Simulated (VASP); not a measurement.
Wanted: the native input for a VASP 6.6.1 run.

```
Task                   : single point
Functional             : PBE
Potentials or basis    : VASP PAW PBE potentials, release 64 (Ti_sv, Si)
Cutoff                 : 520 eV
k mesh                 : 12 × 12 × 12
Occupations            : gaussian, width 0.15 eV
Spin                   : no spin polarisation
Dipole correction      : no
Further INCAR settings : ALGO = Normal; EDIFF = 1e-06; NBANDS = 29
```

The structure of TiSi2 lies in POSCAR:

```
TiSi2
1.0
    1.8534841084     -6.5403289404      0.0000000000
    1.8534841084      6.5403289404      0.0000000000
    0.0000000000      0.0000000000      3.7401022799
Ti Si
2 4
Direct
    0.8968075258      0.1031924742      0.7500000000
    0.1031924742      0.8968075258      0.2500000000
    0.5591373591      0.4408626409      0.7500000000
    0.4408626409      0.5591373591      0.2500000000
    0.2498287182      0.7501712818      0.7500000000
    0.7501712818      0.2498287182      0.2500000000
```

One way to write it, as run:

INCAR

```
SYSTEM = TiSi2
PREC     = Accurate       ! precision mode
ENCUT    = 520            ! plane-wave cutoff, eV
EDIFF    = 1E-6           ! SCF threshold, eV
ISMEAR   = 0              ! smearing method
SIGMA    = 0.15           ! smearing width, eV
LREAL    = .False.        ! projectors in reciprocal space
LASPH    = .True.         ! aspherical terms in the spheres
NELM     = 100            ! most SCF steps
ALGO     = Normal         ! electronic algorithm
ISIF     = 2              ! what is computed and relaxed
LWAVE    = .False.        ! write WAVECAR
LCHARG   = .True.         ! write CHGCAR
GGA      = PE             ! functional
LELF     = .True.         ! ELF
LVHAR    = .True.       
NBANDS   = 29             ! bands
```

KPOINTS

```
regular mesh
0
Gamma
  12 12 12
  0 0 0
```

Potentials or basis: VASP PAW PBE potentials, release 64 (Ti_sv, Si).

Run with:

```sh
$ cat potpaw_PBE.64/Ti_sv/POTCAR potpaw_PBE.64/Si/POTCAR > POTCAR
$ mpirun -np 1 vasp_std > vasp.out
```

It gave:

| Quantity | Value |
| --- | --- |
| Pressure | -6.9 GPa |
| Largest force | 0.423 eV/Å |
| Band gap on the k mesh | zero (bands 20 and 21 overlap by 0.82 eV) |

Caveat: the stress differs along the axes, from -13 to 4 GPa.

Run time: 18 min on 1 thread of Intel(R) Xeon(R) Platinum 8124M CPU @ 3.00GHz (Skylake/Cascade Lake), on a shared host, peak memory 0.75 GiB.
